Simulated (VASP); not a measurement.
# W (Im-3m) in VASP: further runs, part 2 of 2

VASP 6.6.1. The steps go on from the part before.

### 4 Single point, LDA

The input, INCAR:

```
ALGO = Normal ; EDIFF = 1E-6
ENCUT = 500 ; GGA_COMPAT = F
ISIF = 2 ; ISMEAR = 1
LASPH = T ; LCHARG = F
LREAL = F ; LWAVE = F
NBANDS = 13 ; NELM = 120
PREC = Accurate ; SIGMA = 0.1
```

The input, KPOINTS:

```
k-points
0
Gamma
  12 12 12
```

The input, POSCAR:

```
W
1.0
    2.7407020215     -0.0000000152     -0.0000000263
   -0.9135673262      2.5839586512     -0.0000000263
   -0.9135673262     -1.2919792876      2.2377738561
W
1
Direct
    0.0000000000      0.0000000000      0.0000000000
```

Command:

```console
$ cat potpaw_LDA.64/W_sv/POTCAR > POTCAR
$ mpirun -np 1 vasp_std > vasp.out
```

Run time: 16 s. Hardware: 1 thread of Intel Xeon 8259CL, shared host; peak memory 0.13 GiB.

The run converged. Its results:

```
Free energy            : -14.0965 eV
Pressure               : -7.3 GPa
Band gap on the k mesh : zero (band 7 reaches 16.48 eV, above the bottom of band 8 at 10.07 eV)
```

Levels at points of the mesh, in eV from the Fermi level:
```csv
k point,band 4,band 5,band 6,band 7,band 8,band 9,band 10,band 11
"(0.00, 0.00, 0.00)",-37.50,-9.50,-1.21,-1.21,-1.21,2.24,2.24,14.62
"(0.50, 0.00, 0.00)",-37.50,-6.21,-3.53,0.88,2.14,3.10,6.19,11.14
"(0.50, 0.50, 0.50)",-38.41,-5.80,-5.80,5.20,5.20,5.20,8.40,8.40
```

Caveat: spin-orbit coupling is left out, which moves the levels of the heavy elements.

### 5 Single point, LDA

The input, INCAR:

```
ALGO = Normal
EDIFF = 1E-6
ENCUT = 500
GGA_COMPAT = False
ISIF = 2
ISMEAR = 1
LASPH = True
LCHARG = False
LREAL = False
LWAVE = False
NBANDS = 13
NELM = 120
PREC = Accurate
SIGMA = 0.05
```

KPOINTS is that of step 4.

POSCAR is that of step 4.

Potentials or basis: VASP PAW LDA potentials, release 64 (W_sv).

Command:

```console
$ cat potpaw_LDA.64/W_sv/POTCAR > POTCAR
$ mpirun -np 1 vasp_std > vasp.out
```

OUTCAR:

```text
EDIFF = 1E-6
   ENCUT = 500
   ISIF = 2
   ISMEAR = 1
   LASPH = True
   LREAL = False
   NELM = 120
   PREC = Accurate

 ion  position               nearest neighbor table
   1  0.000  0.000  0.000-

  LATTYP: Found a body centered cubic cell.
 ALAT       =     3.1646900997

  Lattice vectors:

 A1 = (   2.7407020215,  -0.0000000152,  -0.0000000263)
 A2 = (  -0.9135673262,   2.5839586512,  -0.0000000263)
 A3 = (  -0.9135673262,  -1.2919792876,   2.2377738561)

Analysis of symmetry for initial positions (statically):
[... 553 lines left out ...]
      6       7.7100      2.00000
      7      11.1638      2.00720
      8      13.6628      0.00000
      9      14.4174      0.00000
     10      18.7798      0.00000
     11      21.2556      0.00000
     12      23.6048      0.00000
     13      27.4271      0.00000

 [... further k-points ...]
[... 5 lines left out ...]
  --------------------------------------------------------------------------------------
  -------------------------------------------------------------------------------------
  Total       -0.7366047     -0.7366047     -0.7366047      0.0000000     -0.0000000      0.0000000
  in kB      -74.4700269    -74.4700269    -74.4700269      0.0000000     -0.0000000      0.0000000
  external PRESSURE =     -74.4700269 kB  Pullay stress =       0.0000000 kB

 VOLUME and BASIS-vectors are now :
 -----------------------------------------------------------------------------
  energy-cutoff  :      500.00
  volume of cell :       15.85
      direct lattice vectors                 reciprocal lattice vectors
     2.740702022 -0.000000015 -0.000000026     0.364870022  0.129001034  0.223436337
    -0.913567326  2.583958651 -0.000000026     0.000000004  0.387003101  0.223436337
    -0.913567326 -1.291979288  2.237773856     0.000000004  0.000000006  0.446872685

 POSITION                                       TOTAL-FORCE (eV/Angst)
 -----------------------------------------------------------------------------------
      0.00000      0.00000      0.00000        -0.000000     -0.000000      0.000000
 -----------------------------------------------------------------------------------
    total drift:                               -0.000000      0.000000     -0.000000

  FREE ENERGIE OF THE ION-ELECTRON SYSTEM (eV)
  ---------------------------------------------------
  free  energy   TOTEN  =       -14.0963132344 eV

  energy  without entropy=      -14.0962590468  energy(sigma->0) =      -14.09629517
```

OSZICAR:

```text
N       E                     dE             d eps       ncg     rms          rms(c)
DAV:   1     0.832035282567E+02    0.83204E+02   -0.72944E+03  1880   0.119E+03
DAV:   2    -0.131318572025E+02   -0.96335E+02   -0.92606E+02  2087   0.313E+02
DAV:   3    -0.147814613654E+02   -0.16496E+01   -0.16441E+01  2032   0.398E+01
DAV:   4    -0.147879658223E+02   -0.65045E-02   -0.65043E-02  2077   0.277E+00
DAV:   5    -0.147880177154E+02   -0.51893E-04   -0.51893E-04  2077   0.234E-01    0.211E+01
DAV:   6    -0.142430902438E+02    0.54493E+00   -0.42839E-01  1952   0.848E+00    0.828E+00
DAV:   7    -0.141014919599E+02    0.14160E+00   -0.20893E-01  2057   0.557E+00    0.606E-01
DAV:   8    -0.140968369202E+02    0.46550E-02   -0.53145E-03  1902   0.995E-01    0.193E-01
DAV:   9    -0.140963129672E+02    0.52395E-03   -0.22447E-04  2087   0.172E-01    0.319E-02
DAV:  10    -0.140963132550E+02   -0.28781E-06   -0.12179E-05  2047   0.469E-02    0.356E-03
DAV:  11    -0.140963132344E+02    0.20663E-07   -0.20780E-07  1196   0.634E-03
   1 F= -.14096313E+02 E0= -.14096295E+02  d E =-.541876E-04
```

stdout:

```text
POSCAR found type information on POSCAR W
 POSCAR found :  1 types and       1 ions
 scaLAPACK will be used
 LDA part: xc-table for (Slater(with rela. corr.)+CA(PZ))
 , standard interpolation
 POSCAR, INCAR and KPOINTS ok, starting setup
 FFT: planning ... GRIDC
 FFT: planning ... GRID_SOFT
 FFT: planning ... GRID
 WAVECAR not read
 entering main loop
```

Run time: 17 s. Hardware: 1 thread of Intel Xeon 8259CL, shared host; peak memory 0.12 GiB.

What came out:

```yaml
Free_energy: -14.0963 eV
Pressure: -7.4 GPa
Band_gap_on_the_k_mesh: zero (band 7 reaches 16.48 eV, above the bottom of band 8 at 10.07 eV)
```

Caveat: spin-orbit coupling is left out, which moves the levels of the heavy elements.

### 6 The runs side by side

```csv
smearing,gap on the mesh (eV),pressure (GPa)
methfessel-paxton 0.3 eV,none,-7.3
methfessel-paxton 0.2 eV,none,-7.3
methfessel-paxton 0.1 eV,none,-7.3
methfessel-paxton 0.05 eV,none,-7.4
```

Alike in all rows: task single point; level LDA; potentials or basis VASP PAW LDA potentials, release 64 (W_sv); no spin polarisation; cell as given; k mesh 12 × 12 × 12; cutoff (eV) 500.

Every run on the cell as given and a fine mesh finds a metal.

Caveats: spin-orbit coupling is left out, which moves the levels of the heavy elements.

Absolute energies hang on the potentials; compare differences alone.
